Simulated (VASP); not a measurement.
# InP (rocksalt type) (Fm-3m) in VASP: further runs, part 2 of 2

VASP 6.6.1. Earlier steps stand in the parts before.

## 3. Single point, PBE (11.68 Å³/atom)

Input file INCAR:

```
SYSTEM = InP
  PREC = Accurate
  ENCUT = 520
  EDIFF = 1E-7
  ISMEAR = -1
  SIGMA = 0.05
  LREAL = .False.
  LASPH = .True.
  NELM = 80
  ALGO = Normal
  ISIF = 2
  LWAVE = .False.
  LCHARG = .True.
  GGA = PE
  LELF = .True.
  LVHAR = .True.
  NBANDS = 16
```

Input file KPOINTS:

```
regular mesh
0
Gamma
  13 13 13
  0 0 0
```

Input file POSCAR:

```
InP
1.0
    0.0000000000      2.2692173750      2.2692173750
    2.2692173750      0.0000000000      2.2692173750
    2.2692173750      2.2692173750      0.0000000000
In P
1 1
Direct
    0.0000000000      0.0000000000      0.0000000000
    0.5000000000      0.5000000000      0.5000000000
```

Potentials or basis: VASP PAW PBE potentials, release 64 (In_d, P).

The run is started by

```sh
$ cat potpaw_PBE.64/In_d/POTCAR potpaw_PBE.64/P/POTCAR > POTCAR
$ mpirun -np 1 vasp_std > vasp.out
```

OUTCAR:

```text
SYSTEM = InP
   PREC = Accurate
   ENCUT = 520
   EDIFF = 1E-7
   ISMEAR = -1
   LREAL = .False.
   LASPH = .True.
   NELM = 80
   ISIF = 2
   GGA = PE

 ion  position               nearest neighbor table
   1  0.000  0.000  0.000-   2 2.27   2 2.27   2 2.27   2 2.27   2 2.27   2 2.27
   2  0.500  0.500  0.500-   1 2.27   1 2.27   1 2.27   1 2.27   1 2.27   1 2.27

  LATTYP: Found a face centered cubic cell.
 ALAT       =     4.5384347500

  Lattice vectors:

 A1 = (   0.0000000000,   2.2692173750,   2.2692173750)
 A2 = (   2.2692173750,   0.0000000000,   2.2692173750)
 A3 = (   2.2692173750,   2.2692173750,   0.0000000000)

Analysis of symmetry for initial positions (statically):
=====================================================================
 Subroutine PRICEL returns:
 Original cell was already a primitive cell.

 Routine SETGRP: Setting up the symmetry group for a
 face centered cubic supercell.

 Subroutine GETGRP returns: Found 48 space group operations
 (whereof 48 operations were pure point group operations)
[... 156 lines left out ...]
  ---------------------------------------------------
  ext. energy  EPLUGINS =         0.00000000
  ---------------------------------------------------
  free energy    TOTEN  =        -1.86236831 eV

  energy without entropy =       -1.85957153  energy(sigma->0) =       -1.86096992

 E-fermi :  17.2943     XC(G=0): -13.4387

 val. band max:       17.2514788592   @ k =  -0.2308   0.2308   0.0000
 cond. band min:      17.3040127182   @ k =   0.4615   0.3077   0.0000
 fundamental gap:      0.0525338591
 Fermi energy:        17.2942612626

 k-point     1 :       0.0000    0.0000    0.0000
  band No.  band energies     occupation
      1      -1.2299      2.00000
      2       0.7768      2.00000
      3       0.7768      2.00000
      4       0.8320      2.00000
      5       0.8320      2.00000
      6       0.8320      2.00000
[... 433 lines left out ...]
      3       0.5605      2.00000
      4       1.0702      2.00000
      5       1.3773      2.00000
      6       3.4079      2.00000
[... 8 lines left out ...]
     15      29.8852      0.00000
     16      33.7424      0.00000

 [... further k-points ...]
[... 5 lines left out ...]
  --------------------------------------------------------------------------------------
  -------------------------------------------------------------------------------------
  Total       25.5919709     25.5919709     25.5919709      0.0000000     -0.0000000      0.0000000
  in kB     1754.5106954   1754.5106954   1754.5106954      0.0000000     -0.0000000      0.0000000
  external PRESSURE =    1754.5106954 kB  Pullay stress =       0.0000000 kB

 VOLUME and BASIS-vectors are now :
 -----------------------------------------------------------------------------
  energy-cutoff  :      520.00
  volume of cell :       23.37
      direct lattice vectors                 reciprocal lattice vectors
     0.000000000  2.269217375  2.269217375    -0.220340284  0.220340284  0.220340284
     2.269217375  0.000000000  2.269217375     0.220340284 -0.220340284  0.220340284
     2.269217375  2.269217375  0.000000000     0.220340284  0.220340284 -0.220340284

 POSITION                                       TOTAL-FORCE (eV/Angst)
 -----------------------------------------------------------------------------------
      0.00000      0.00000      0.00000        -0.000000     -0.000000     -0.000000
      2.26922      2.26922      2.26922         0.000000      0.000000      0.000000
 -----------------------------------------------------------------------------------
    total drift:                                0.000000     -0.000000     -0.000000

  FREE ENERGIE OF THE ION-ELECTRON SYSTEM (eV)
  ---------------------------------------------------
  free  energy   TOTEN  =        -1.8623683069 eV

  energy  without entropy=       -1.8595715314  energy(sigma->0) =       -1.86096992
```

OSZICAR:

```text
N       E                     dE             d eps       ncg     rms          rms(c)
DAV:   1     0.113476541566E+03    0.11348E+03   -0.86352E+03  2824   0.162E+03
DAV:   2     0.268228000498E+01   -0.11079E+03   -0.10574E+03  3200   0.329E+02
DAV:   3    -0.258212026944E+01   -0.52644E+01   -0.52130E+01  3384   0.680E+01
DAV:   4    -0.267495652960E+01   -0.92836E-01   -0.92817E-01  3432   0.848E+00
DAV:   5    -0.267821183498E+01   -0.32553E-02   -0.32553E-02  3816   0.150E+00    0.150E+01
DAV:   6    -0.201001483812E+01    0.66820E+00   -0.67645E-01  4256   0.270E+01    0.786E+00
DAV:   7    -0.187376698137E+01    0.13625E+00   -0.29322E-01  4144   0.979E+00    0.236E+00
DAV:   8    -0.186282382622E+01    0.10943E-01   -0.34806E-02  3624   0.311E+00    0.105E+00
DAV:   9    -0.186272350462E+01    0.10032E-03   -0.13687E-03  4296   0.581E-01    0.490E-01
DAV:  10    -0.186237262276E+01    0.35088E-03   -0.28618E-04  3568   0.335E-01    0.216E-01
DAV:  11    -0.186238540136E+01   -0.12779E-04   -0.74449E-05  3280   0.884E-02    0.291E-01
DAV:  12    -0.186236878800E+01    0.16613E-04   -0.50632E-05  3200   0.450E-02    0.177E-02
DAV:  13    -0.186236890928E+01   -0.12128E-06   -0.17681E-06  3520   0.885E-03    0.137E-02
DAV:  14    -0.186236841305E+01    0.49623E-06   -0.66967E-08  2632   0.360E-03    0.506E-03
DAV:  15    -0.186236829679E+01    0.11626E-06   -0.16161E-08  1944   0.101E-03    0.124E-03
DAV:  16    -0.186236830686E+01   -0.10073E-07   -0.21848E-09  1792   0.552E-04
   1 F= -.18623683E+01 E0= -.18609699E+01  d E =-.279678E-02
```

stdout:

```text
POSCAR found type information on POSCAR InP
 POSCAR found :  2 types and       2 ions
 scaLAPACK will be used
 LDA part: xc-table for (Slater+PW92), standard interpolation
 POSCAR, INCAR and KPOINTS ok, starting setup
 FFT: planning ... GRIDC
 FFT: planning ... GRID_SOFT
 FFT: planning ... GRID
 WAVECAR not read
 entering main loop
```

Run time: 41 s. Hardware: 1 thread of Intel Xeon 8259CL, shared host; peak memory 0.16 GiB.

What came out:

| Quantity | Value |
| --- | --- |
| Free energy | -1.8624 eV |
| Pressure | 175.5 GPa |
| Band gap on the k mesh | zero (bands 9 and 10 overlap by 2.19 eV) |

Caveat: the cell stands under pressure; spin-orbit coupling is left out, which moves the levels of the heavy elements.

The gap in the log of VASP goes by the Fermi energy; the results here count the filled bands.